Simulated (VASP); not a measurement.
# Si (I4/mmm) in VASP: further runs

Si is run at these levels: PBEsol; tasks: single point.

Program: VASP 6.6.1. These are calculated values, not measurements. Logs are shortened: lines on timing, memory, paths and dates and some standing lists are left out, and cuts for length are marked.

## (1) The cell of the first run

It takes space group I4/mmm (No. 139, tetragonal). The conventional cell has a = 6.515 Å, b = 6.515 Å, c = 3.766 Å, α = 90.00°, β = 90.00°, γ = 90.00°. Within 3.0 Å of Si (site symmetry m2m) lie 4 Si at 2.30 to 2.33 Å.

## (2) Single point, PBEsol (19.98 Å³/atom)

Input file INCAR:

```
ALGO = Normal
EDIFF = 1E-6
ENCUT = 520
GGA = PS
ISIF = 2
ISMEAR = -1
LASPH = T
LCHARG = F
LREAL = F
LWAVE = F
NBANDS = 16
NELM = 60
PREC = Accurate
SIGMA = 0.05
```

Input file KPOINTS:

```
k-points
0
Gamma
  8 8 8
```

Input file POSCAR:

```
Si
1.0
   -3.2575590318      3.2575590318      1.8831422881
    3.2575590318     -3.2575590318      1.8831422881
    3.2575590318      3.2575590318     -1.8831422881
Si
4
Direct
    0.8211989400      0.1788010600      0.0000000000
    0.1788010600      0.8211989400      0.0000000000
    0.8211989400      0.8211989400      0.6423978800
    0.1788010600      0.1788010600      0.3576021200
```

Potentials or basis: VASP PAW PBE potentials, release 64 (Si).

Command:

```bash
> cat potpaw_PBE.64/Si/POTCAR > POTCAR
> mpirun -np 1 vasp_std > vasp.out
```

OUTCAR:

```text
EDIFF = 1E-6
   ENCUT = 520
   GGA = PS
   ISIF = 2
   ISMEAR = -1
   LASPH = T
   LREAL = F
   NELM = 60
   PREC = Accurate

 ion  position               nearest neighbor table
   1  0.821  0.179  0.000-   2 2.30   2 2.30   4 2.33   3 2.33
   2  0.179  0.821  0.000-   1 2.30   1 2.30   4 2.33   3 2.33
   3  0.821  0.821  0.642-   4 2.30   4 2.30   1 2.33   2 2.33
   4  0.179  0.179  0.358-   3 2.30   3 2.30   2 2.33   1 2.33

  LATTYP: Found a body centered tetragonal cell.
 ALAT       =     6.5151180636
 C/A-ratio  =     0.5780838566

  Lattice vectors:

 A1 = (  -3.2575590318,   3.2575590318,   1.8831422881)
 A2 = (   3.2575590318,  -3.2575590318,   1.8831422881)
 A3 = (   3.2575590318,   3.2575590318,  -1.8831422881)

Analysis of symmetry for initial positions (statically):
=====================================================================
 Subroutine PRICEL returns:
 Original cell was already a primitive cell.

 Routine SETGRP: Setting up the symmetry group for a
 body centered tetragonal supercell.

 Subroutine GETGRP returns: Found 16 space group operations
 (whereof 16 operations were pure point group operations)
 out of a pool of 16 trial point group operations.

The static configuration has the point symmetry D_4h.

Analysis of symmetry for dynamics (positions and initial velocities):
=====================================================================
 Subroutine PRICEL returns:
 Original cell was already a primitive cell.

 Routine SETGRP: Setting up the symmetry group for a
 body centered tetragonal supercell.

 Subroutine GETGRP returns: Found 16 space group operations
 (whereof 16 operations were pure point group operations)
 out of a pool of 16 trial point group operations.

The dynamic configuration has the point symmetry D_4h.

 Subroutine INISYM returns: Found 16 space group operations
 (whereof 16 operations are pure point group operations),
 and found     1 'primitive' translations

----------------------------------------------------------------------------------------

                                     Primitive cell

  volume of cell :      79.9333

  direct lattice vectors                    reciprocal lattice vectors
    -3.257559032  3.257559032  1.883142288     0.000000000  0.153489160  0.265513659
     3.257559032 -3.257559032  1.883142288     0.153489160  0.000000000  0.265513659
     3.257559032  3.257559032 -1.883142288     0.153489160  0.153489160  0.000000000
[... 84 lines left out ...]
   LSORBIT =      F    spin-orbit coupling
   LASPH  =      T    aspherical Exc in radial PAW
   ENCUT  =  520.0 eV  38.22 Ry    6.18 a.u.   9.25  9.25  9.25*2*pi/ulx,y,z
   NELM   =     60;   NELMIN=  2; NELMDL= -5     # of ELM steps
   EDIFF  = 0.1E-05   stopping-criterion for ELM
   LREAL  =      F    real-space projection
   EDIFFG = 0.1E-04   stopping-criterion for IOM
   NSW    =      0    number of steps for IOM
   IBRION =     -1    ionic relax: 0-MD 1-quasi-New 2-CG
   NFREE  =      0    steps in history (QN), initial steepest desc. (CG)
   ISIF   =      2    stress and relaxation
   ISYM   =      2    0-nonsym 1-usesym 2-fastsym
   POTIM  = 0.5000    time-step for ionic-motion
   TEBEG  =    0.0;   TEEND  =   0.0 temperature during run
   PSTRESS=    0.0 pullay stress
   NELECT =      16.0000    total number of electrons
   NUPDOWN=      -1.0000    fix difference up-down
   EMIN   =  10.00;   EMAX   =-10.00  energy-range for DOS
   EFERMI =   0.00;   METHOD = LEGACY
   ISMEAR =    -1;   SIGMA  =   0.05  broadening in eV -4-tet -1-fermi 0-gaus
   EFERMI_NEDOS =   21; number of points for ismear=-14 and -15
   IALGO  =     38    algorithm
   IMIX   =      4    mixing-type and parameters
     AMIX     =   0.40;   BMIX     =  1.00
     AMIX_MAG =   1.60;   BMIX_MAG =  1.00
  volume/ion in A,a.u.               =      19.98       134.85
  Fermi-wavevector in a.u.,A,eV,Ry     =   0.957647  1.809691 12.477744  0.917088
  Thomas-Fermi vector in A             =   2.086684
   LORBIT       =      0    0 simple, 1 ext, 2 COOP (PROOUT), +10 PAW based schemes
   GGA     = PS    functional components
   LHFCALC =     F    Hartree Fock is set to
   AEXX    =    0.0000 exact exchange contribution
   IVDW    =     0    specifies the selected vdW correction
   LEPSILON=     F    determine dielectric tensor
   LRPA    =     F    only Hartree local field effects (RPA)
 non-spin polarized calculation
  energy-cutoff  :      520.00
  volume of cell :       79.93
 maximum number of plane-waves:      2171
 NGX is ok and might be reduce to    40
   NGX = 19   NGY = 19   NGZ = 19

 number of electron      16.0000000 magnetization

 Free energy of the ion-electron system (eV)
  ---------------------------------------------------
  ext. energy  EPLUGINS =         0.00000000
  ---------------------------------------------------
  free energy    TOTEN  =       -22.46146514 eV

  energy without entropy =      -22.46046356  energy(sigma->0) =      -22.46096435

 E-fermi :   6.0497     XC(G=0):  -9.4738

 val. band max:        5.9038289757   @ k =   0.5000   0.5000   0.3750
 cond. band min:       6.0498919928   @ k =   0.5000   0.5000   0.5000
 fundamental gap:      0.1460630171
 Fermi energy:         6.0496657071

 k-point     1 :       0.0000    0.0000    0.0000
  band No.  band energies     occupation
      1      -6.4822      2.00000
      2      -1.9523      2.00000
      3       0.2765      2.00000
      4       0.2765      2.00000
      5       1.9784      2.00000
      6       4.4692      2.00000
[... 433 lines left out ...]
      3      -1.8844      2.00000
      4      -0.7436      2.00000
      5       1.8791      2.00000
      6       2.9948      2.00000
[... 8 lines left out ...]
     15      13.4671      0.00000
     16      14.5863      0.00000

 [... further k-points ...]
[... 5 lines left out ...]
  --------------------------------------------------------------------------------------
  -------------------------------------------------------------------------------------
  Total        2.8340630      2.8340630      2.9697807      0.0000000      0.0000000      0.0000000
  in kB       56.8057581     56.8057581     59.5260755      0.0000000      0.0000000      0.0000000
  external PRESSURE =      57.7125305 kB  Pullay stress =       0.0000000 kB

 VOLUME and BASIS-vectors are now :
 -----------------------------------------------------------------------------
  energy-cutoff  :      520.00
  volume of cell :       79.93
      direct lattice vectors                 reciprocal lattice vectors
    -3.257559032  3.257559032  1.883142288     0.000000000  0.153489160  0.265513659
     3.257559032 -3.257559032  1.883142288     0.153489160  0.000000000  0.265513659
     3.257559032  3.257559032 -1.883142288     0.153489160  0.153489160  0.000000000

 POSITION                                       TOTAL-FORCE (eV/Angst)
 -----------------------------------------------------------------------------------
     -2.09265      2.09265      1.88314         0.057909     -0.057909     -0.000000
      2.09265     -2.09265      1.88314        -0.057909      0.057909     -0.000000
      2.09265      2.09265      1.88314        -0.057909     -0.057909     -0.000000
      1.16491      1.16491     -0.00000         0.057909      0.057909      0.000000
 -----------------------------------------------------------------------------------
    total drift:                               -0.000000     -0.000000      0.000000

  FREE ENERGIE OF THE ION-ELECTRON SYSTEM (eV)
  ---------------------------------------------------
  free  energy   TOTEN  =       -22.4614651432 eV

  energy  without entropy=      -22.4604635554  energy(sigma->0) =      -22.46096435
```

Run time: 68 s. Hardware: 1 thread of Intel Xeon Platinum 8488C (Sapphire Rapids), shared host; peak memory 0.23 GiB.

Results:

```
Free energy            : -22.4615 eV
Pressure               : 5.8 GPa
Largest force          : 0.082 eV/Å
Band gap on the k mesh : 0.01 eV (least direct gap 0.20 eV)
```

Forces in eV/Å, atoms in the order of the input:
```
Si   0.058 -0.058  0.000
Si  -0.058  0.058  0.000
Si  -0.058 -0.058  0.000
Si   0.058  0.058  0.000
```

Levels at points of the mesh, in eV from the valence-band top:
```csv
k point,band 4,band 5,band 6,band 7,band 8,band 9,band 10,band 11,band 12,band 13
"(0.00, 0.00, 0.00)",-5.77,-4.07,-1.58,-1.58,-0.63,1.28,1.66,1.66,2.23,2.23
"(0.50, 0.00, 0.00)",-6.33,-4.68,-3.78,-2.58,-1.52,0.63,2.37,2.89,3.38,4.29
"(0.50, 0.50, 0.00)",-5.06,-3.09,-2.15,-2.07,-1.73,1.55,1.81,1.89,4.04,4.32
"(0.50, 0.50, 0.50)",-5.44,-3.14,-0.23,0.00,0.00,0.20,3.54,3.87,4.07,4.50
```

Caveat: the cell stands under pressure; the PAW data sets were made with another functional, which shifts forces and pressure a little. A k mesh can miss the band edges.

## (3) Single point, PBEsol (20.41 Å³/atom)

This run uses another cell than the first one, of 20.41 Å³/atom.

Input file INCAR:

```
ALGO = Normal
EDIFF = 1E-6
ENCUT = 520
GGA = PS
ISIF = 2
ISMEAR = -1
LASPH = True
LCHARG = False
LREAL = False
LWAVE = False
NBANDS = 16
NELM = 60
PREC = Accurate
SIGMA = 0.05
```

KPOINTS is that of step 2.

Input file POSCAR:

```
Si
1.0
   -3.2805003442      3.2805003442      1.8964042905
    3.2805003442     -3.2805003442      1.8964042905
    3.2805003442      3.2805003442     -1.8964042905
Si
4
Direct
    0.8211989400      0.1788010600      0.0000000000
    0.1788010600      0.8211989400      0.0000000000
    0.8211989400      0.8211989400      0.6423978800
    0.1788010600      0.1788010600      0.3576021200
```

Potentials or basis: VASP PAW PBE potentials, release 64 (Si).

Command:

```bash
> cat potpaw_PBE.64/Si/POTCAR > POTCAR
> mpirun -np 1 vasp_std > vasp.out
```

Wall time 66 s (1 thread of Intel Xeon Platinum 8488C (Sapphire Rapids), shared host); peak memory 0.24 GiB.

Results (log left out):

```yaml
Free_energy: -22.5109 eV
Pressure: 3.6 GPa
Largest_force: 0.049 eV/Å
Band_gap_on_the_k_mesh: 0.08 eV (least direct gap 0.23 eV)
```

Forces in eV/Å, atoms in the order of the input:
```
Si   0.035 -0.035  0.000
Si  -0.035  0.035  0.000
Si  -0.035 -0.035  0.000
Si   0.035  0.035  0.000
```

Stress tensor (GPa, compression positive):
```
3.52 0.00 0.00
0.00 3.52 0.00
0.00 0.00 3.65
```

Levels at points of the mesh, in eV from the valence-band top:
```csv
k point,band 4,band 5,band 6,band 7,band 8,band 9,band 10,band 11,band 12,band 13
"(0.00, 0.00, 0.00)",-5.71,-3.98,-1.55,-1.55,-0.61,1.31,1.62,1.62,2.23,2.23
"(0.50, 0.00, 0.00)",-6.27,-4.58,-3.70,-2.52,-1.49,0.67,2.35,2.91,3.40,4.24
"(0.50, 0.50, 0.00)",-5.02,-3.01,-2.10,-2.02,-1.70,1.55,1.82,1.89,4.00,4.30
"(0.50, 0.50, 0.50)",-5.31,-3.08,-0.23,0.00,0.00,0.23,3.51,3.66,4.01,4.48
```

Caveat: the cell stands under pressure; the PAW data sets were made with another functional, which shifts forces and pressure a little. A k mesh can miss the band edges.

(Continued in part 2 of 2.)

The gap in the log of VASP goes by the Fermi energy; the results here count the filled bands.